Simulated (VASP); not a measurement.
MgO: single point with PBE

MgO:

```
Mg O
1.0
     3.66220    0.00000    0.00000
    -1.83110    3.17156    0.00000
     0.00000    0.00000    4.45140
Mg O
2 2
Direct
  0.66667 0.33333 0.75000
  0.33333 0.66667 0.25000
  0.66667 0.33333 0.25000
  0.33333 0.66667 0.75000
```

* Program: VASP 6.6.1
* Task: single point
* Functional: PBE
* Potentials or basis: VASP PAW PBE potentials, release 64 (Mg, O)
* Cutoff: 520 eV
* k mesh: 9 × 9 × 6
* Occupations: gaussian, width 0.05 eV
* Spin: no spin polarisation

| Property | Result |
| --- | --- |
| Pressure | -12.7 GPa |
| Band gap on the k mesh | 2.62 eV |

Stress tensor (GPa, compression positive):
```
-12.33   0.00   0.00
  0.00 -12.33   0.00
  0.00   0.00 -13.57
```

Levels at points of the mesh, in eV from the valence-band top:
```
           k point  band 4  band 5  band 6  band 7  band 8  band 9  band 10  band 11  band 12  band 13
(0.00, 0.00, 0.00)   -1.45   -1.45   -0.66   -0.66    0.00    2.62     8.13    10.85    11.54    11.54
(0.00, 0.00, 0.50)   -2.15   -1.06   -1.06   -1.06   -1.06    5.56     5.56    11.89    11.89    11.89
```

It took 63 s on 1 thread of AMD EPYC 7R43 64-Core Processor (Zen 3) (shared host), peak memory 0.15 GiB.

Caveat: the cell stands under tension.
